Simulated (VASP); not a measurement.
# BeGeMo3 (Pm-3m) in VASP: notebook

Runs on BeGeMo3. Level: PBE. Tasks: single point, relaxation of cell and atoms.

All numbers are computed with VASP 6.6.1; they aren't measurements. Logs are shortened: lines on timing, memory, paths and dates and some standing lists are left out, and cuts for length are marked.

## 1. The cell of the first run

It takes space group Pm-3m (No. 221, cubic). Conventional cell: a = 4.577 Å, b = 4.577 Å, c = 4.577 Å, α = 90.00°, β = 90.00°, γ = 90.00°. Be (site symmetry m-3m) has 12 Mo at 3.24 Å and 8 Ge at 3.96 Å within 4.3 Å. Ge (site symmetry m-3m) has 6 Mo at 2.29 Å within 3.0 Å. Mo (site symmetry 4/mmm) has 2 Ge at 2.29 Å within 3.0 Å.

## 2. Single point, PBE

INCAR

```
SYSTEM = BeGeMo3
ALGO     = Normal         ! electronic algorithm
EDIFF    = 1E-7           ! SCF threshold, eV
ENCUT    = 520            ! plane-wave cutoff, eV
GGA      = PE             ! functional
ISIF     = 2              ! what is computed and relaxed
ISMEAR   = 0              ! smearing method
LASPH    = .True.         ! aspherical terms in the spheres
LCHARG   = .True.         ! write CHGCAR
LELF     = .True.         ! ELF
LREAL    = .False.        ! projectors in reciprocal space
LVHAR    = .True.       
LWAVE    = .False.        ! write WAVECAR
NBANDS   = 37             ! bands
NELM     = 60             ! most SCF steps
PREC     = Accurate       ! precision mode
SIGMA    = 0.1            ! smearing width, eV
```

KPOINTS

```
k-points
0
Gamma
  4 4 4
  0 0 0
```

POSCAR

```
BeGeMo3
1.0
    4.5772140702      0.0000000000      0.0000000000
    0.0000000000      4.5772140702      0.0000000000
    0.0000000000      0.0000000000      4.5772140702
Be Ge Mo
1 1 3
Direct
    0.0000000000      0.0000000000      0.0000000000
    0.5000000000      0.5000000000      0.5000000000
    0.0000000000      0.5000000000      0.5000000000
    0.5000000000      0.0000000000      0.5000000000
    0.5000000000      0.5000000000      0.0000000000
```

Potentials or basis: VASP PAW PBE potentials, release 64 (Be, Ge_d, Mo_sv).

The run is started by

```console
> cat potpaw_PBE.64/Be/POTCAR potpaw_PBE.64/Ge_d/POTCAR potpaw_PBE.64/Mo_sv/POTCAR > POTCAR
> mpirun -np 1 vasp_std > vasp.out
```

OUTCAR:

```text
SYSTEM = BeGeMo3
   EDIFF = 1E-7
   ENCUT = 520
   GGA = PE
   ISIF = 2
   ISMEAR = 0
   LASPH = .True.
   LREAL = .False.
   NELM = 60
   PREC = Accurate

 ion  position               nearest neighbor table
   1  0.000  0.000  0.000-
   2  0.500  0.500  0.500-   3 2.29   4 2.29   5 2.29   5 2.29   4 2.29   3 2.29
   3  0.000  0.500  0.500-   2 2.29   2 2.29   5 3.24   5 3.24   4 3.24   4 3.24   4 3.24   5 3.24
                             5 3.24   4 3.24
   4  0.500  0.000  0.500-   2 2.29   2 2.29   5 3.24   5 3.24   3 3.24   3 3.24   5 3.24   5 3.24
                             3 3.24   3 3.24
   5  0.500  0.500  0.000-   2 2.29   2 2.29   4 3.24   3 3.24   3 3.24   4 3.24   4 3.24   4 3.24
                             3 3.24   3 3.24

  LATTYP: Found a simple cubic cell.
 ALAT       =     4.5772140702

  Lattice vectors:

 A1 = (   4.5772140702,   0.0000000000,   0.0000000000)
 A2 = (   0.0000000000,   4.5772140702,   0.0000000000)
 A3 = (   0.0000000000,   0.0000000000,   4.5772140702)

Analysis of symmetry for initial positions (statically):
=====================================================================
 Subroutine PRICEL returns:
 Original cell was already a primitive cell.

 Routine SETGRP: Setting up the symmetry group for a
 simple cubic supercell.

 Subroutine GETGRP returns: Found 48 space group operations
 (whereof 48 operations were pure point group operations)
 out of a pool of 48 trial point group operations.

The static configuration has the point symmetry O_h .

Analysis of symmetry for dynamics (positions and initial velocities):
=====================================================================
 Subroutine PRICEL returns:
 Original cell was already a primitive cell.

 Routine SETGRP: Setting up the symmetry group for a
 simple cubic supercell.

 Subroutine GETGRP returns: Found 48 space group operations
 (whereof 48 operations were pure point group operations)
 out of a pool of 48 trial point group operations.

The dynamic configuration has the point symmetry O_h .

 Subroutine INISYM returns: Found 48 space group operations
 (whereof 48 operations are pure point group operations),
 and found     1 'primitive' translations

----------------------------------------------------------------------------------------

                                     Primitive cell

  volume of cell :      95.8967

  direct lattice vectors                    reciprocal lattice vectors
     4.577214070  0.000000000  0.000000000     0.218473505  0.000000000  0.000000000
     0.000000000  4.577214070  0.000000000     0.000000000  0.218473505  0.000000000
     0.000000000  0.000000000  4.577214070     0.000000000  0.000000000  0.218473505

  length of vectors
     4.577214070  4.577214070  4.577214070     0.218473505  0.218473505  0.218473505

  position of ions in fractional coordinates (direct lattice)
     0.000000000  0.000000000  0.000000000
     0.500000000  0.500000000  0.500000000
     0.000000000  0.500000000  0.500000000
     0.500000000  0.000000000  0.500000000
     0.500000000  0.500000000  0.000000000

  ion indices of the primitive-cell ions
   primitive index   ion index
                 1           1
                 2           2
                 3           3
                 4           4
                 5           5

----------------------------------------------------------------------------------------

 KPOINTS: k-points

Automatic generation of k-mesh.
 Grid dimensions read from file:
 generate k-points for:    4    4    4

 Generating k-lattice:

  Cartesian coordinates                     Fractional coordinates (reciprocal lattice)
     0.054618376  0.000000000  0.000000000     0.250000000  0.000000000  0.000000000
     0.000000000  0.054618376  0.000000000     0.000000000  0.250000000  0.000000000
     0.000000000  0.000000000  0.054618376     0.000000000  0.000000000  0.250000000

  Length of vectors
     0.054618376  0.054618376  0.054618376

  Shift w.r.t. Gamma in fractional coordinates (k-lattice)
     0.000000000  0.000000000  0.000000000

 Subroutine IBZKPT returns following result:
 ===========================================

 Found     10 irreducible k-points:

 Following reciprocal coordinates:
            Coordinates               Weight
  0.000000  0.000000  0.000000      1.000000
  0.250000  0.000000  0.000000      6.000000
  0.500000  0.000000  0.000000      3.000000
  0.250000  0.250000  0.000000     12.000000
  0.500000  0.250000  0.000000     12.000000
  0.500000  0.500000  0.000000      3.000000
  0.250000  0.250000  0.250000      8.000000
  0.500000  0.250000  0.250000     12.000000
  0.500000  0.500000  0.250000      6.000000
  0.500000  0.500000  0.500000      1.000000
   k-points           NKPTS =     10   k-points in BZ     NKDIM =     10   number of bands    NBANDS=     37
   number of dos      NEDOS =    301   number of ions     NIONS =      5
   total plane-waves  NPLWV =  46656
   dimension x,y,z NGX =    36 NGY =   36 NGZ =   36
   dimension x,y,z NGXF=    72 NGYF=   72 NGZF=   72
   ions per type =               1   1   3
   NGX,Y,Z   is equivalent  to a cutoff of  13.08, 13.08, 13.08 a.u.
   NGXF,Y,Z  is equivalent  to a cutoff of  26.15, 26.15, 26.15 a.u.
 SYSTEM =  BeGeMo3
   PREC   = accura    normal or accurate (medium, high low for compatibility)
   ISTART =      0    job   : 0-new  1-cont  2-samecut
   ICHARG =      2    charge: 1-file 2-atom 10-const
   ISPIN  =      1    spin polarized calculation?
   LNONCOLLINEAR =      F non collinear calculations
   LSORBIT =      F    spin-orbit coupling
   LASPH  =      T    aspherical Exc in radial PAW
   ENCUT  =  520.0 eV  38.22 Ry    6.18 a.u.   8.51  8.51  8.51*2*pi/ulx,y,z
   NELM   =     60;   NELMIN=  2; NELMDL= -5     # of ELM steps
   EDIFF  = 0.1E-06   stopping-criterion for ELM
   LREAL  =      F    real-space projection
   EDIFFG = 0.1E-05   stopping-criterion for IOM
   NSW    =      0    number of steps for IOM
   IBRION =     -1    ionic relax: 0-MD 1-quasi-New 2-CG
   NFREE  =      0    steps in history (QN), initial steepest desc. (CG)
   ISIF   =      2    stress and relaxation
   ISYM   =      2    0-nonsym 1-usesym 2-fastsym
   POTIM  = 0.5000    time-step for ionic-motion
   TEBEG  =    0.0;   TEEND  =   0.0 temperature during run
   PSTRESS=    0.0 pullay stress
   NELECT =      58.0000    total number of electrons
   NUPDOWN=      -1.0000    fix difference up-down
   EMIN   =  10.00;   EMAX   =-10.00  energy-range for DOS
   EFERMI =   0.00;   METHOD = LEGACY
   ISMEAR =     0;   SIGMA  =   0.10  broadening in eV -4-tet -1-fermi 0-gaus
   EFERMI_NEDOS =   21; number of points for ismear=-14 and -15
   IALGO  =     38    algorithm
   IMIX   =      4    mixing-type and parameters
     AMIX     =   0.40;   BMIX     =  1.00
     AMIX_MAG =   1.60;   BMIX_MAG =  1.00
  volume/ion in A,a.u.               =      19.18       129.43
  Fermi-wavevector in a.u.,A,eV,Ry     =   1.384468  2.616265 26.078991  1.916752
  Thomas-Fermi vector in A             =   2.508969
   LORBIT       =      0    0 simple, 1 ext, 2 COOP (PROOUT), +10 PAW based schemes
   GGA     = PE    functional components
   LHFCALC =     F    Hartree Fock is set to
   AEXX    =    0.0000 exact exchange contribution
   IVDW    =     0    specifies the selected vdW correction
   LEPSILON=     F    determine dielectric tensor
   LRPA    =     F    only Hartree local field effects (RPA)
 non-spin polarized calculation
 Gauss-broadening in eV      SIGMA  =   0.10
  energy-cutoff  :      520.00
  volume of cell :       95.90
 maximum number of plane-waves:      2612
 NGX is ok and might be reduce to    36
   NGX = 17   NGY = 17   NGZ = 17

 number of electron      57.9999996 magnetization

 Free energy of the ion-electron system (eV)
  ---------------------------------------------------
  ext. energy  EPLUGINS =         0.00000000
  ---------------------------------------------------
  free energy    TOTEN  =       -32.74179721 eV

  energy without entropy =      -32.71678661  energy(sigma->0) =      -32.72929191

 E-fermi :   6.7741     XC(G=0): -11.0454

 val. band max:        6.7726040443   @ k =   0.2500   0.2500   0.2500
 cond. band min:       6.8202010954   @ k =   0.5000   0.0000   0.0000
 fundamental gap:      0.0475970511
 Fermi energy:         6.7740878882

 k-point     1 :       0.0000    0.0000    0.0000
  band No.  band energies     occupation
      1     -54.1688      2.00000
      2     -54.1246      2.00000
      3     -54.1246      2.00000
      4     -28.4241      2.00000
      5     -28.4241      2.00000
      6     -28.4241      2.00000
[... 29 lines left out ...]
     36       8.9705      0.00000
     37      10.0841      0.00000

 k-point     2 :       0.2500    0.0000    0.0000
  band No.  band energies     occupation
      1     -54.1630      2.00000
      2     -54.1298      2.00000
      3     -54.1246      2.00000
      4     -28.4127      2.00000
      5     -28.4078      2.00000
      6     -28.4078      2.00000
[... 29 lines left out ...]
     36       9.4733      0.00000
     37      10.3066      0.00000

 k-point     3 :       0.5000    0.0000    0.0000
  band No.  band energies     occupation
      1     -54.1541      2.00000
      2     -54.1381      2.00000
      3     -54.1246      2.00000
      4     -28.3962      2.00000
      5     -28.3886      2.00000
      6     -28.3886      2.00000
[... 29 lines left out ...]
     36      10.1961      0.00000
     37      10.3420      0.00000
[... 201 lines left out ...]
 k-point     9 :       0.5000    0.5000    0.2500
  band No.  band energies     occupation
      1     -54.1386      2.00000
      2     -54.1380      2.00000
      3     -54.1380      2.00000
      4     -28.5852      2.00000
      5     -28.3013      2.00000
      6     -28.2986      2.00000
[... 29 lines left out ...]
     36       9.0902      0.00000
     37      10.6712      0.00000

 k-point    10 :       0.5000    0.5000    0.5000
  band No.  band energies     occupation
      1     -54.1380      2.00000
      2     -54.1380      2.00000
      3     -54.1380      2.00000
      4     -28.6366      2.00000
      5     -28.2985      2.00000
      6     -28.2985      2.00000
[... 29 lines left out ...]
     36       8.7275      0.00000
     37      10.0068      0.00000

------------------------ aborting loop because EDIFF is reached ----------------------------------------

  FORCE on cell =-STRESS in cart. coord.  units (eV):
  Direction    XX          YY          ZZ          XY          YZ          ZX
  --------------------------------------------------------------------------------------
  -------------------------------------------------------------------------------------
  Total        0.2372275      0.2372275      0.2372275      0.0000000     -0.0000000      0.0000000
  in kB        3.9634371      3.9634371      3.9634371      0.0000000     -0.0000000      0.0000000
  external PRESSURE =       3.9634371 kB  Pullay stress =       0.0000000 kB

 VOLUME and BASIS-vectors are now :
 -----------------------------------------------------------------------------
  energy-cutoff  :      520.00
  volume of cell :       95.90
      direct lattice vectors                 reciprocal lattice vectors
     4.577214070  0.000000000  0.000000000     0.218473505  0.000000000  0.000000000
     0.000000000  4.577214070  0.000000000     0.000000000  0.218473505  0.000000000
     0.000000000  0.000000000  4.577214070     0.000000000  0.000000000  0.218473505

 POSITION                                       TOTAL-FORCE (eV/Angst)
 -----------------------------------------------------------------------------------
      0.00000      0.00000      0.00000         0.000000      0.000000      0.000000
      2.28861      2.28861      2.28861         0.000000      0.000000      0.000000
      0.00000      2.28861      2.28861         0.000000      0.000000      0.000000
      2.28861      0.00000      2.28861         0.000000      0.000000      0.000000
      2.28861      2.28861      0.00000         0.000000      0.000000      0.000000
 -----------------------------------------------------------------------------------
    total drift:                                0.000000      0.000000      0.000000

  FREE ENERGIE OF THE ION-ELECTRON SYSTEM (eV)
  ---------------------------------------------------
  free  energy   TOTEN  =       -32.7417972077 eV

  energy  without entropy=      -32.7167866066  energy(sigma->0) =      -32.72929191
```

Run time: 26 s. Hardware: 1 thread of Intel Xeon Platinum 8488C (Sapphire Rapids), shared host; peak memory 0.21 GiB.

Results:

```
Free energy            : -32.7418 eV
Pressure               : 0.4 GPa
Band gap on the k mesh : zero (band 29 reaches 7.27 eV, above the bottom of band 30 at 6.46 eV)
```

Levels at points of the mesh, in eV from the Fermi level:
```csv
k point,band 27,band 28,band 29,band 30,band 31,band 32
"(0.00, 0.00, 0.00)",-0.78,0.49,0.49,0.49,0.50,0.50
"(0.50, 0.00, 0.00)",-0.75,-0.17,0.05,0.37,0.37,0.51
"(0.50, 0.50, 0.00)",-1.00,-0.60,-0.60,0.32,0.38,0.48
"(0.50, 0.50, 0.50)",-0.65,-0.65,-0.29,-0.29,-0.29,1.00
```

## 3. Relaxation of cell and atoms, PBE

This run uses another cell than the first one, of 13.18 Å³/atom, 0.687 times its volume.

INCAR

```
SYSTEM = BeGeMo3
  PREC = Accurate
  ENCUT = 600
  EDIFF = 1E-6
  ISMEAR = 0
  SIGMA = 0.1
  LREAL = .FALSE.
  LASPH = .TRUE.
  NELM = 60
  ALGO = Normal
  ISIF = 3
  LWAVE = .FALSE.
  LCHARG = .FALSE.
  GGA = PE
  IBRION = 2
  NSW = 90
  EDIFFG = -0.04
```

KPOINTS

```
regular mesh
0
G
  4 4 4
  0 0 0
```

POSCAR: that of step 2 with these lines changed.

```diff
@@ -2,5 +2,5 @@
 1.0
-    4.5772140702      0.0000000000      0.0000000000
-    0.0000000000      4.5772140702      0.0000000000
-    0.0000000000      0.0000000000      4.5772140702
+    4.0388750106      0.0000000000      0.0000000000
+    0.0000000000      4.0388750106      0.0000000000
+    0.0000000000      0.0000000000      4.0388750106
 Be Ge Mo
```

Potentials or basis: VASP PAW PBE potentials, release 64 (Be, Ge_d, Mo_sv).

The run is started by

```console
> cat potpaw_PBE.64/Be/POTCAR potpaw_PBE.64/Ge_d/POTCAR potpaw_PBE.64/Mo_sv/POTCAR > POTCAR
> mpirun -np 1 vasp_std > vasp.out
```

OUTCAR:

```text
SYSTEM = BeGeMo3
   PREC = Accurate
   ENCUT = 600
   EDIFF = 1E-6
   ISMEAR = 0
   LREAL = .FALSE.
   LASPH = .TRUE.
   NELM = 60
   ISIF = 3
   GGA = PE
   IBRION = 2
   NSW = 90
   EDIFFG = -0.04

 ion  position               nearest neighbor table
   1  0.000  0.000  0.000-   3 2.86   4 2.86   5 2.86   3 2.86   4 2.86   3 2.86   5 2.86   3 2.86
                             4 2.86   5 2.86   4 2.86   5 2.86
   2  0.500  0.500  0.500-   3 2.02   4 2.02   5 2.02   5 2.02   4 2.02   3 2.02
   3  0.000  0.500  0.500-   2 2.02   2 2.02   4 2.86   5 2.86   1 2.86   5 2.86   1 2.86   4 2.86
                             1 2.86   1 2.86   4 2.86   5 2.86   5 2.86   4 2.86
   4  0.500  0.000  0.500-   2 2.02   2 2.02   3 2.86   5 2.86   1 2.86   5 2.86   1 2.86   3 2.86
                             5 2.86   5 2.86   1 2.86   3 2.86   1 2.86   3 2.86
   5  0.500  0.500  0.000-   2 2.02   2 2.02   3 2.86   4 2.86   1 2.86   3 2.86   4 2.86   1 2.86
                             4 2.86   4 2.86   1 2.86   3 2.86   3 2.86   1 2.86

[... 171 lines left out ...]
  ext. energy  EPLUGINS =         0.00000000
  ---------------------------------------------------
  free energy    TOTEN  =       -24.95269387 eV

  energy without entropy =      -24.92747346  energy(sigma->0) =      -24.94008367

 E-fermi :  11.4717     XC(G=0): -12.9299

 val. band max:       11.4208197753   @ k =   0.0000   0.0000   0.0000
 cond. band min:      11.4907382144   @ k =   0.5000   0.2500   0.2500
 fundamental gap:      0.0699184392
 Fermi energy:        11.4716934681
[... 900 lines left out ...]
--------------------------------------- Ionic step        5  -------------------------------------------

 number of electron      57.9999984 magnetization

 Free energy of the ion-electron system (eV)
  ---------------------------------------------------
  ext. energy  EPLUGINS =         0.00000000
  ---------------------------------------------------
  free energy    TOTEN  =       -32.72662760 eV

  energy without entropy =      -32.70160935  energy(sigma->0) =      -32.71411847

 E-fermi :   6.7686     XC(G=0): -11.0430

 val. band max:        6.7671012800   @ k =   0.2500   0.2500   0.2500
 cond. band min:       6.8147601426   @ k =   0.5000   0.0000   0.0000
 fundamental gap:      0.0476588626
 Fermi energy:         6.7686087184
[... 400 lines left out ...]
  FREE ENERGIE OF THE ION-ELECTRON SYSTEM (eV)
  ---------------------------------------------------
  free  energy   TOTEN  =       -32.7266275964 eV

  energy  without entropy=      -32.7016093503  energy(sigma->0) =      -32.71411847

 reached required accuracy - stopping structural energy minimisation
```

OSZICAR:

```text
N       E                     dE             d eps       ncg     rms          rms(c)
DAV:   1     0.792413748282E+03    0.79241E+03   -0.37307E+04   882   0.386E+03
DAV:   2     0.517376663049E+02   -0.74068E+03   -0.72893E+03   712   0.919E+02
DAV:   3    -0.251486244193E+02   -0.76886E+02   -0.74944E+02   830   0.199E+02
[... 77 lines left out ...]
DAV:   6    -0.327266382777E+02    0.19506E-03   -0.10774E-03   836   0.219E-01    0.410E-02
DAV:   7    -0.327266312416E+02    0.70361E-05   -0.25491E-04   932   0.116E-01    0.246E-02
DAV:   8    -0.327266288923E+02    0.23492E-05   -0.68438E-05   842   0.376E-02    0.110E-02
DAV:   9    -0.327266278602E+02    0.10321E-05   -0.12478E-05   562   0.161E-02    0.128E-03
DAV:  10    -0.327266275964E+02    0.26376E-06   -0.47691E-07   348   0.558E-03
   5 F= -.32726628E+02 E0= -.32714118E+02  d E =-.777393E+01
```

Run time: 89 s. Hardware: 1 thread of Intel Xeon Platinum 8488C (Sapphire Rapids), shared host; peak memory 0.19 GiB.

Results:

| Item | Value |
| --- | --- |
| Free energy | -32.7266 eV |
| Relaxed volume | 19.19 Å³/atom |
| Relaxed cell | a = 4.578 Å, b = 4.578 Å, c = 4.578 Å, α = 90.00°, β = 90.00°, γ = 90.00° |
| Space group after relaxing (to 0.05 Å) | Pm-3m (No. 221) |
| Energy gained by relaxing | 1554.8 meV/atom |
| Ionic steps | 5 |
| Pressure after relaxing | 0.3 GPa |
| Band gap on the k mesh | zero (band 29 reaches 7.26 eV, above the bottom of band 30 at 6.46 eV) |

Step by step:
| step | energy change (eV) | largest force (eV/Å) | pressure (GPa) | volume (Å³) |
| --- | --- | --- | --- | --- |
| 1 | 0.0000 | 0.0000 | 115.06 | 65.88 |
| 2 | 4.2609 | 0.0000 | -17.03 | 203.58 |
| 3 | -7.5067 | 0.0000 | -9.45 | 104.57 |
| 4 | -7.7277 | 0.0000 | -4.28 | 99.49 |
| 5 | -7.7739 | 0.0000 | 0.26 | 95.95 |

Final structure:
```xyz
5
Lattice="4.5780 0.0000 0.0000 0.0000 4.5780 0.0000 0.0000 0.0000 4.5780" Properties=species:S:1:pos:R:3 pbc="T T T"
Be    0.0000    0.0000    0.0000
Ge    2.2890    2.2890    2.2890
Mo    0.0000    2.2890    2.2890
Mo    2.2890    0.0000    2.2890
Mo    2.2890    2.2890    0.0000
```

Caveat: the k points lie up to 0.34 Å⁻¹ apart in the final cell; the volume moved by over 15 % at a fixed basis, so the end points are rough.
